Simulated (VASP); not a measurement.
# Ti in VASP: a series of runs

Aim: see how the results for Ti move with the level of theory and the settings. Levels: PBEsol+D4, PBE-based screened hybrid with 25 % exact exchange. Tasks: relaxation of cell and atoms, single point.

All numbers are computed with VASP 6.6.1; they aren't measurements. Logs are shortened: lines on timing, memory, paths and dates and some standing lists are left out, and cuts for length are marked.

**1. The cell of the first run**

The typed cell holds 1 atom: a = 2.906 Å, b = 2.908 Å, c = 2.881 Å, α = 58.55°, β = 58.85°, γ = 58.90°.

**2. Relaxation of cell and atoms, PBEsol+D4, collinear spin (the cell strained at random)**

The input, INCAR:

```
SYSTEM = Ti
ALGO = Normal ; EDIFF = 1E-7
EDIFFG = -0.01 ; ENCUT = 600
GGA = PS ; IBRION = 2
ISIF = 3 ; ISMEAR = -1
ISPIN = 2 ; IVDW = 13
LASPH = .TRUE. ; LCHARG = .FALSE.
LMAXMIX = 4 ; LORBIT = 11
LREAL = .FALSE. ; LWAVE = .FALSE.
MAGMOM = 1 ; NELM = 150
NSW = 60 ; PREC = Accurate
SIGMA = 0.15
```

The input, KPOINTS:

```
k-points
0
G
  9 9 9
  0 0 0
```

The input, POSCAR:

```
Ti
1.0
    0.0306060000      2.0506920000      2.0589790000
    2.0570830000      0.0341390000      2.0554460000
    2.0416620000      2.0317390000      0.0495590000
Ti
1
Direct
    0.0000000000      0.0000000000      0.0000000000
```

Potentials or basis: VASP PAW PBE potentials, release 64 (Ti_sv).

Launch:

```
> cat potpaw_PBE.64/Ti_sv/POTCAR > POTCAR
> mpirun -np 1 vasp_std > vasp.out
```

OUTCAR:

```text
SYSTEM = Ti
   EDIFF = 1E-7
   EDIFFG = -0.01
   ENCUT = 600
   GGA = PS
   IBRION = 2
   ISIF = 3
   ISMEAR = -1
   ISPIN = 2
   IVDW = 13
   LASPH = .TRUE.
   LORBIT = 11
   LREAL = .FALSE.
   NELM = 150
   NSW = 60
   PREC = Accurate

 ion  position               nearest neighbor table
   1  0.000  0.000  0.000-

  LATTYP: Found a triclinic cell.
 ALAT       =     2.8429692555
 B/A-ratio  =     1.0055911507
 C/A-ratio  =     1.0132942290
 COS(alpha) =     0.0048686258
 COS(beta)  =     0.4844738488
 COS(gamma) =     0.5069940732

  Lattice vectors:

 A1 = (  -2.0110560000,   0.0189530000,   2.0094200000)
 A2 = (  -2.0264770000,   2.0165530000,   0.0035330000)
 A3 = (  -2.0416620000,  -2.0317390000,  -0.0495590000)

Analysis of symmetry for initial positions (statically):
=====================================================================
 Subroutine PRICEL returns:
 Original cell was already a primitive cell.

 Routine SETGRP: Setting up the symmetry group for a
 triclinic supercell.

 Subroutine GETGRP returns: Found  2 space group operations
 (whereof  2 operations were pure point group operations)
 out of a pool of  2 trial point group operations.

The static configuration has the point symmetry S_2 .

Analysis of symmetry for dynamics (positions and initial velocities):
=====================================================================
 Subroutine PRICEL returns:
 Original cell was already a primitive cell.

 Routine SETGRP: Setting up the symmetry group for a
 triclinic supercell.

 Subroutine GETGRP returns: Found  2 space group operations
 (whereof  2 operations were pure point group operations)
 out of a pool of  2 trial point group operations.

The dynamic configuration has the point symmetry S_2 .

Analysis of structural, dynamic, and magnetic symmetry:
=====================================================================
 Subroutine PRICEL returns:
 Original cell was already a primitive cell.

 Routine SETGRP: Setting up the symmetry group for a
 triclinic supercell.

 Subroutine GETGRP returns: Found  2 space group operations
 (whereof  2 operations were pure point group operations)
 out of a pool of  2 trial point group operations.

The overall configuration has the point symmetry S_2 .

 Subroutine INISYM returns: Found  2 space group operations
 (whereof  2 operations are pure point group operations),
 and found     1 'primitive' translations

----------------------------------------------------------------------------------------

                                     Primitive cell

  volume of cell :      16.7309

  direct lattice vectors                    reciprocal lattice vectors
     0.030606000  2.050692000  2.058979000    -0.249505313  0.244732163  0.245639256
     2.057083000  0.034139000  2.055446000     0.243961054 -0.251165986  0.246528695
     2.041662000  2.031739000  0.049559000     0.247733574  0.249394369 -0.252073077

  length of vectors
     2.906143308  2.908197758  2.880764340     0.427183072  0.428226278  0.432562494

  position of ions in fractional coordinates (direct lattice)
     0.000000000  0.000000000  0.000000000

  ion indices of the primitive-cell ions
   primitive index   ion index
                 1           1

----------------------------------------------------------------------------------------

 KPOINTS: k-points

Automatic generation of k-mesh.
 Grid dimensions read from file:
 generate k-points for:    9    9    9

 Generating k-lattice:

  Cartesian coordinates                     Fractional coordinates (reciprocal lattice)
    -0.027722813  0.027192463  0.027293251     0.111111111  0.000000000 -0.000000000
     0.027106784 -0.027907332  0.027392077     0.000000000  0.111111111  0.000000000
     0.027525953  0.027710485 -0.028008120     0.000000000  0.000000000  0.111111111

  Length of vectors
     0.047464786  0.047580698  0.048062499

  Shift w.r.t. Gamma in fractional coordinates (k-lattice)
     0.000000000  0.000000000  0.000000000

 Subroutine IBZKPT returns following result:
 ===========================================

 Found    365 irreducible k-points:

 Following reciprocal coordinates:
            Coordinates               Weight
  0.000000  0.000000  0.000000      1.000000
  0.111111  0.000000 -0.000000      2.000000
  0.222222  0.000000 -0.000000      2.000000
  0.333333 -0.000000 -0.000000      2.000000
  0.444444  0.000000 -0.000000      2.000000
  0.000000  0.111111  0.000000      2.000000
[... 16 lines left out ...]
 -0.111111  0.222222  0.000000      2.000000
  0.000000  0.333333  0.000000      2.000000
 [... further k-points ...]
   k-points           NKPTS =    365   k-points in BZ     NKDIM =    365   number of bands    NBANDS=     11
   number of dos      NEDOS =    301   number of ions     NIONS =      1
   total plane-waves  NPLWV =  13824
   dimension x,y,z NGX =    24 NGY =   24 NGZ =   24
   dimension x,y,z NGXF=    48 NGYF=   48 NGZF=   48
   ions per type =               1
   NGX,Y,Z   is equivalent  to a cutoff of  13.73, 13.72, 13.85 a.u.
   NGXF,Y,Z  is equivalent  to a cutoff of  27.46, 27.44, 27.70 a.u.
 SYSTEM =  Ti
   PREC   = accura    normal or accurate (medium, high low for compatibility)
   ISTART =      0    job   : 0-new  1-cont  2-samecut
   ICHARG =      2    charge: 1-file 2-atom 10-const
   ISPIN  =      2    spin polarized calculation?
   LNONCOLLINEAR =      F non collinear calculations
   LSORBIT =      F    spin-orbit coupling
   LASPH  =      T    aspherical Exc in radial PAW
   ENCUT  =  600.0 eV  44.10 Ry    6.64 a.u.   5.80  5.81  5.75*2*pi/ulx,y,z
   NELM   =    150;   NELMIN=  2; NELMDL= -5     # of ELM steps
   EDIFF  = 0.1E-06   stopping-criterion for ELM
   LREAL  =      F    real-space projection
   EDIFFG = -.1E-01   stopping-criterion for IOM
   NSW    =     60    number of steps for IOM
   IBRION =      2    ionic relax: 0-MD 1-quasi-New 2-CG
   NFREE  =      1    steps in history (QN), initial steepest desc. (CG)
   ISIF   =      3    stress and relaxation
   ISYM   =      2    0-nonsym 1-usesym 2-fastsym
   POTIM  = 0.5000    time-step for ionic-motion
   TEBEG  =    0.0;   TEEND  =   0.0 temperature during run
   PSTRESS=    0.0 pullay stress
   NELECT =      12.0000    total number of electrons
   NUPDOWN=      -1.0000    fix difference up-down
   EMIN   =  10.00;   EMAX   =-10.00  energy-range for DOS
   EFERMI =   0.00;   METHOD = LEGACY
   ISMEAR =    -1;   SIGMA  =   0.15  broadening in eV -4-tet -1-fermi 0-gaus
   EFERMI_NEDOS =   21; number of points for ismear=-14 and -15
   IALGO  =     38    algorithm
   IMIX   =      4    mixing-type and parameters
     AMIX     =   0.40;   BMIX     =  1.00
     AMIX_MAG =   1.60;   BMIX_MAG =  1.00
  volume/ion in A,a.u.               =      16.73       112.91
  Fermi-wavevector in a.u.,A,eV,Ry     =   1.465421  2.769245 29.217963  2.147460
  Thomas-Fermi vector in A             =   2.581280
   LORBIT       =     11    0 simple, 1 ext, 2 COOP (PROOUT), +10 PAW based schemes
   GGA     = PS    functional components
   LHFCALC =     F    Hartree Fock is set to
   AEXX    =    0.0000 exact exchange contribution
   IVDW    =    13    specifies the selected vdW correction
   LEPSILON=     F    determine dielectric tensor
   LRPA    =     F    only Hartree local field effects (RPA)
 conjugate gradient relaxation of ions
 spin polarized calculation
  energy-cutoff  :      600.00
  volume of cell :       16.73
 maximum number of plane-waves:       574
   NGX = 11   NGY = 11   NGZ = 11

--------------------------------------- Ionic step        1  -------------------------------------------

 number of electron      12.0000000 magnetization       0.0003449

 number of electron      12.0000000 magnetization      -0.0000237

 Free energy of the ion-electron system (eV)
  ---------------------------------------------------
  ext. energy  EPLUGINS =         0.00000000
  ---------------------------------------------------
  free energy    TOTEN  =        -8.33972571 eV

  energy without entropy =       -8.21834610  energy(sigma->0) =       -8.27903590

------------------------ aborting loop because EDIFF is reached ----------------------------------------

  DFT-D4 for vdW energy calculation

  Edisp (eV):   -0.12173

  FORCE on cell =-STRESS in cart. coord.  units (eV):
  Direction    XX          YY          ZZ          XY          YZ          ZX
  --------------------------------------------------------------------------------------
  -------------------------------------------------------------------------------------
  Total      -0.10916    -0.10272    -0.10502    -0.04371    -0.16173    -0.13856
  in kB     -10.45310    -9.83650   -10.05733    -4.18610   -15.48747   -13.26907
  external pressure =      -10.12 kB  Pullay stress =        0.00 kB
[... 145 lines left out ...]
--------------------------------------- Ionic step        5  -------------------------------------------

 number of electron      12.0000001 magnetization      -0.0000004

 number of electron      12.0000001 magnetization       0.0000020

 Free energy of the ion-electron system (eV)
  ---------------------------------------------------
  ext. energy  EPLUGINS =         0.00000000
  ---------------------------------------------------
  free energy    TOTEN  =        -8.34296620 eV

  energy without entropy =       -8.22244926  energy(sigma->0) =       -8.28270773

 E-fermi :   8.6026     XC(G=0): -11.8602

 val. band max:        8.5990260497   @ k =  -0.4444  -0.3333   0.3333
 cond. band min:       8.6161429049   @ k =   0.2222  -0.3333   0.3333
 fundamental gap:      0.0171168551
 Fermi energy:         8.6025777193

 spin component 1

 k-point     1 :       0.0000    0.0000    0.0000
  band No.  band energies     occupation
      1     -47.7926      1.00000
      2     -23.6888      1.00000
      3     -23.6886      1.00000
      4     -23.6880      1.00000
      5       2.3917      1.00000
      6       9.4943      0.00261
      7       9.4996      0.00252
      8       9.5302      0.00206
      9      11.2209      0.00000
     10      11.2595      0.00000
     11      24.1248      0.00000
[... 309 lines left out ...]
 k-point    24 :       0.0000    0.3333    0.0000
  band No.  band energies     occupation
      1     -47.6800      1.00000
      2     -24.2864      1.00000
      3     -23.7656      1.00000
      4     -23.7619      1.00000
      5       5.1964      1.00000
      6       8.6230      0.46603
      7       9.5880      0.00140
      8       9.6285      0.00107
      9      11.7784      0.00000
     10      11.7800      0.00000
     11      19.8308      0.00000

 [... further k-points ...]

 spin component 2

 k-point     1 :       0.0000    0.0000    0.0000
  band No.  band energies     occupation
      1     -47.7927      1.00000
      2     -23.6888      1.00000
      3     -23.6886      1.00000
      4     -23.6880      1.00000
      5       2.3917      1.00000
      6       9.4943      0.00261
      7       9.4996      0.00252
      8       9.5302      0.00206
      9      11.2209      0.00000
     10      11.2595      0.00000
     11      24.1248      0.00000
[... 354 lines left out ...]
  FREE ENERGIE OF THE ION-ELECTRON SYSTEM (eV)
  ---------------------------------------------------
  free  energy   TOTEN  =        -8.4658034826 eV

  energy  without entropy=       -8.3452865425  energy(sigma->0) =       -8.40554501

 reached required accuracy - stopping structural energy minimisation

 total charge

# of ion       s       p       d       tot
------------------------------------------
    1        2.258   6.128   1.931  10.318

 magnetization (x)

# of ion       s       p       d       tot
------------------------------------------
    1       -0.000   0.000   0.000  -0.000
```

Run time: 2.9 min. Hardware: 1 thread of Intel Xeon 6975P-C (Granite Rapids), shared host; peak memory 0.27 GiB.

What came out:

* Free energy: -8.4658 eV
* Relaxed volume: 16.58 Å³/atom
* Relaxed cell: a = 2.859 Å, b = 2.865 Å, c = 2.860 Å, α = 59.94°, β = 60.14°, γ = 59.96°
* Space group after relaxing (to 0.1 Å): Fm-3m (No. 225)
* Energy gained by relaxing: 4.3 meV/atom
* Ionic steps: 5
* Pressure after relaxing: 0.0 GPa
* Band gap on the k mesh: zero (filled and empty bands overlap)
* Net moment: 0.00 μB per cell
* Valence electrons inside the program's atomic spheres: Ti 10.32
* Dispersion energy per atom: -0.123 eV

Step by step:
```csv
step,energy change (eV),largest force (eV/Å),pressure (GPa),volume (Å³)
1,0.0000,0.0000,-1.01,16.73
2,-0.0035,0.0000,0.70,16.47
3,-0.0035,0.0000,0.98,16.44
4,-0.0043,0.0000,-0.14,16.60
5,-0.0043,0.0000,0.03,16.58
```

Final structure:
```
Ti
1.0
    -0.00018    2.01791    2.02542
     2.02677   -0.00045    2.02554
     2.02698    2.01833   -0.00054
Ti
1
Direct
  0.00000 0.00000 0.00000
```

Levels at points of the mesh, in eV from the Fermi level:
Spin up:
| k point | band 3 | band 4 | band 5 | band 6 | band 7 | band 8 | band 9 | band 10 |
| --- | --- | --- | --- | --- | --- | --- | --- | --- |
| (0.00, 0.00, 0.00) | -32.29 | -32.29 | -6.21 | 0.89 | 0.90 | 0.93 | 2.62 | 2.66 |
Spin down:
```
           k point  band 2  band 3  band 4  band 5  band 6  band 7  band 8  band 9  band 10  band 11
(0.00, 0.00, 0.00)  -32.29  -32.29  -32.29   -6.21    0.89    0.90    0.93    2.62     2.66    15.52
```

Caveat: the cell differs from its parent crystal (the cell strained at random); the PAW data sets were made with another functional, which shifts forces and pressure a little.

**3. Single point, PBE-based screened hybrid with 25 % exact exchange**

The input, POSCAR:

```
Ti
1.0
    0.0000000000      2.0300000000      2.0300000000
    2.0300000000      0.0000000000      2.0300000000
    2.0300000000      2.0300000000      0.0000000000
Ti
1
Direct
    0.0000000000      0.0000000000      0.0000000000
```

The input, INCAR.step1:

```
  ALGO = Normal
  EDIFF = 1E-5
  ENCUT = 520
  GGA = PE
  ISIF = 2
  ISMEAR = -1
  LASPH = True
  LREAL = False
  LWAVE = True
  NBANDS = 12
  NELM = 80
  PREC = Accurate
  SIGMA = 0.05
```

The input, INCAR.step2:

```
  AEXX = 0.25
  ALGO = Normal
  EDIFF = 1E-7
  ENCUT = 520
  GGA = PE
  HFSCREEN = 0.3
  ISIF = 2
  ISMEAR = -1
  ISTART = 1
  LASPH = True
  LCHARG = True
  LELF = True
  LHFCALC = True
  LREAL = False
  LVHAR = True
  LWAVE = False
  NBANDS = 12
  NELM = 80
  PREC = Accurate
  PRECFOCK = Normal
  SIGMA = 0.05
```

The input, KPOINTS:

```
k-points
0
Gamma
  6 6 6
```

Potentials or basis: VASP PAW PBE potentials, release 64 (Ti_sv).

Launch:

```
> cat potpaw_PBE.64/Ti_sv/POTCAR > POTCAR
> cp INCAR.step1 INCAR
> mpirun -np 1 vasp_std > vasp.out
> cp INCAR.step2 INCAR
> mpirun -np 1 vasp_std > vasp.out
```

Run time: 19 min. Hardware: 1 thread of Intel Xeon Platinum 8259CL at 2.50GHz (Skylake/Cascade Lake), shared host; peak memory 0.24 GiB.

The run converged. Its results:

```
Free energy            : -9.0535 eV
Pressure               : 4.0 GPa
Band gap on the k mesh : zero (bands 6 and 7 overlap by 1.37 eV)
```

Levels at points of the mesh, in eV from the Fermi level:
| k point | band 4 | band 5 | band 6 | band 7 | band 8 | band 9 |
| --- | --- | --- | --- | --- | --- | --- |
| (0.00, 0.00, 0.00) | -35.50 | -7.25 | 1.28 | 1.28 | 1.28 | 3.47 |
| (0.50, 0.00, 0.00) | -35.59 | -3.13 | 0.37 | 1.28 | 1.28 | 4.49 |
| (0.50, 0.50, 0.00) | -35.76 | -2.98 | -2.15 | 3.04 | 4.66 | 4.72 |

Caveat: the k points lie up to 0.45 Å⁻¹ apart, too coarse for converged energies and pressures of a metal; the PAW data sets were made with another functional, which shifts forces and pressure a little.

The gap in the log of VASP goes by the Fermi energy; the results here count the filled bands.